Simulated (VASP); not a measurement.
# Ta in VASP: further runs, part 3 of 3

VASP 6.6.1. Earlier steps stand in the parts before.

**6. Electric field gradients, PBE (volume scaled by 0.9405)**

INCAR

```
ALGO     = Normal         # electronic algorithm
EDIFF    = 1E-8           # SCF threshold, eV
ENCUT    = 520            # plane-wave cutoff, eV
GGA      = PE             # functional
ISIF     = 2              # what is computed and relaxed
ISMEAR   = -1             # smearing method
LASPH    = T              # aspherical terms in the spheres
LCHARG   = F              # write CHGCAR
LEFG     = T            
LREAL    = F              # projectors in reciprocal space
LWAVE    = F              # write WAVECAR
NBANDS   = 12             # bands
NELM     = 60             # most SCF steps
PREC     = Accurate       # precision mode
SIGMA    = 0.08           # smearing width, eV
```

KPOINTS

```
k-points
0
Gamma
  17 17 17
```

POSCAR

```
Ta
1.0
   -1.6178577021      1.6178577021      1.6178577021
    1.6178577021     -1.6178577021      1.6178577021
    1.6178577021      1.6178577021     -1.6178577021
Ta
1
Direct
    0.0000000000      0.0000000000      0.0000000000
```

Potentials or basis: VASP PAW PBE potentials, release 64 (Ta_pv).

On the command line:

```console
cat potpaw_PBE.64/Ta_pv/POTCAR > POTCAR
mpirun -np 1 vasp_std > vasp.out
```

OUTCAR:

```text
EDIFF = 1E-8
   ENCUT = 520
   GGA = PE
   ISIF = 2
   ISMEAR = -1
   LASPH = T
   LREAL = F
   NELM = 60
   PREC = Accurate

 ion  position               nearest neighbor table
   1  0.000  0.000  0.000-

  LATTYP: Found a body centered cubic cell.
 ALAT       =     3.2357154042

  Lattice vectors:

 A1 = (  -1.6178577021,   1.6178577021,   1.6178577021)
 A2 = (   1.6178577021,  -1.6178577021,   1.6178577021)
 A3 = (   1.6178577021,   1.6178577021,  -1.6178577021)

Analysis of symmetry for initial positions (statically):
=====================================================================
 Subroutine PRICEL returns:
 Original cell was already a primitive cell.

[... 543 lines left out ...]
  in kB      176.7904938    176.7904938    176.7904938     -0.0000000      0.0000000     -0.0000000
  external PRESSURE =     176.7904938 kB  Pullay stress =       0.0000000 kB

 VOLUME and BASIS-vectors are now :
 -----------------------------------------------------------------------------
  energy-cutoff  :      520.00
  volume of cell :       16.94
      direct lattice vectors                 reciprocal lattice vectors
    -1.617857702  1.617857702  1.617857702     0.000000000  0.309050666  0.309050666
     1.617857702 -1.617857702  1.617857702     0.309050666  0.000000000  0.309050666
     1.617857702  1.617857702 -1.617857702     0.309050666  0.309050666  0.000000000

 POSITION                                       TOTAL-FORCE (eV/Angst)
 -----------------------------------------------------------------------------------
      0.00000      0.00000      0.00000         0.000000      0.000000     -0.000000
 -----------------------------------------------------------------------------------
    total drift:                               -0.000000      0.000000     -0.000000

  FREE ENERGIE OF THE ION-ELECTRON SYSTEM (eV)
  ---------------------------------------------------
  free  energy   TOTEN  =       -11.7563223255 eV

  energy  without entropy=      -11.7302660555  energy(sigma->0) =      -11.74329419

 Electric field gradients (V/A^2)
---------------------------------------------------------------------
 ion       V_xx      V_yy      V_zz      V_xy      V_xz      V_yz
---------------------------------------------------------------------
   1       0.000     0.000    -0.000    -0.000    -0.000    -0.000
---------------------------------------------------------------------

 Electric field gradients after diagonalization (V/A^2)
 (convention: |V_zz| > |V_xx| > |V_yy|)
----------------------------------------------------------------------
 ion       V_xx      V_yy      V_zz     asymmetry (V_yy - V_xx)/ V_zz
----------------------------------------------------------------------
   1       0.000     0.000    -0.001       0.000
----------------------------------------------------------------------

           NMR quadrupolar parameters

 Cq : quadrupolar parameter    Cq=e*Q*V_zz/h
 eta: asymmetry parameters     (V_yy - V_xx)/ V_zz
 Q  : nuclear electric quadrupole moment in mb (millibarn)
----------------------------------------------------------------------
 ion       Cq(MHz)       eta       Q (mb)
----------------------------------------------------------------------
   1      -0.000       0.000       1.000
----------------------------------------------------------------------
```

OSZICAR:

```text
N       E                     dE             d eps       ncg     rms          rms(c)
DAV:   1     0.613670510158E+02    0.61367E+02   -0.61632E+03  3984   0.890E+02
DAV:   2    -0.111663753577E+02   -0.72533E+02   -0.70512E+02  4368   0.249E+02
DAV:   3    -0.121702743086E+02   -0.10039E+01   -0.99695E+00  4756   0.275E+01
DAV:   4    -0.121725985584E+02   -0.23242E-02   -0.23241E-02  4320   0.148E+00
DAV:   5    -0.121726051904E+02   -0.66321E-05   -0.66316E-05  4692   0.746E-02    0.151E+01
DAV:   6    -0.118586399604E+02    0.31397E+00   -0.24635E-01  4624   0.539E+00    0.758E+00
DAV:   7    -0.117573820060E+02    0.10126E+00   -0.23101E-01  4608   0.493E+00    0.397E-01
DAV:   8    -0.117563481005E+02    0.10339E-02   -0.59662E-03  4140   0.690E-01    0.112E-01
DAV:   9    -0.117563285558E+02    0.19545E-04   -0.81725E-05  4652   0.104E-01    0.279E-02
DAV:  10    -0.117563226479E+02    0.59079E-05   -0.28294E-06  4304   0.193E-02    0.289E-03
DAV:  11    -0.117563224047E+02    0.24320E-06   -0.70468E-08  4432   0.292E-03    0.478E-04
DAV:  12    -0.117563223124E+02    0.92223E-07   -0.29548E-09  2548   0.648E-04    0.898E-05
DAV:  13    -0.117563223274E+02   -0.15010E-07   -0.29700E-10  2176   0.204E-04    0.108E-05
DAV:  14    -0.117563223255E+02    0.19281E-08   -0.33607E-11  2076   0.783E-05
   1 F= -.11756322E+02 E0= -.11743294E+02  d E =-.260563E-01
```

Wall time 42 s (1 thread of AMD EPYC 7R43 (Zen 3), shared host); peak memory 0.13 GiB.

What came out:

```yaml
Free_energy: -11.7563 eV
Pressure: 17.7 GPa
```

Caveat: without QUAD_EFG the Cq values of the log hold for a quadrupole moment of 1 mb, not for the nuclei; spin-orbit coupling is left out, which moves the levels of the heavy elements.

**7. Overview**

```tsv
cell	gap on the mesh (eV)	pressure (GPa)
a = 2.889 Å, angles 110.3, 110.3, 107.9°, 1 atom	none	-2.5
a = 2.898 Å, angles 108.9, 108.9, 110.5°, 1 atom	none	-4.4
a = 2.802 Å, angles 109.5°, 1 atom	none	17.7
```

Alike in all rows: task electric field gradients; level PBE; potentials or basis VASP PAW PBE potentials, release 64 (Ta_pv); no spin polarisation; k mesh 17 × 17 × 17; cutoff (eV) 520; smearing fermi-dirac 0.08 eV.

Caveats: spin-orbit coupling is left out, which moves the levels of the heavy elements.

Total energies depend on the potentials used, so only differences within one code and one set of settings carry meaning.
